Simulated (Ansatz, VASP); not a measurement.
## One calculation of FeO, two programs

```
Fe O
1.0
    -1.61271    1.61271    2.09719
     1.61271   -1.61271    2.09719
     1.61271    1.61271   -2.09719
Fe O
1 1
Direct
  0.00000 0.00000 0.00000
  0.50000 0.50000 0.00000
```

Alike in both runs: task single point; functional LDA; k mesh 12 × 12 × 12; occupations fermi-dirac, width 0.05 eV; collinear spin.

|  | VASP | Ansatz |
| --- | --- | --- |
| version | VASP 6.6.1 | Ansatz 0.2.0 |
| potentials or method | VASP PAW LDA potentials, release 64 (Fe, O) | Ansatz PAW |
| plane-wave cutoff (eV) | 520 | 420 |
| valence electrons in the cell | 14 | 22 |

Ansatz gave:

- gap on the k mesh at the Fermi level (eV): none
- pressure (GPa): -24.6
- traceless stress, the component that is largest in VASP (GPa): -0.05
- net moment per atom (μB): 2.00
- size of the moment on the site where the two differ most (μB): 3.38

What did VASP give for the same quantities?

gap on the k mesh at the Fermi level (eV): none; pressure (GPa): -24.5; traceless stress, the component that is largest in VASP (GPa): 0.22; net moment per atom (μB): 2.00; size of the moment on the site where the two differ most (μB): 3.57.

LDA's correlation is that of Perdew and Zunger in VASP and of Perdew and Wang (1992) in Ansatz. Site moments also hang on the region over which each program counts them. A gap of «none» marks a metal or a gap that the smearing closes. VASP's potentials hold 14 valence electrons a cell and Ansatz's 22, so a difference there can come from the potentials and not from the codes.
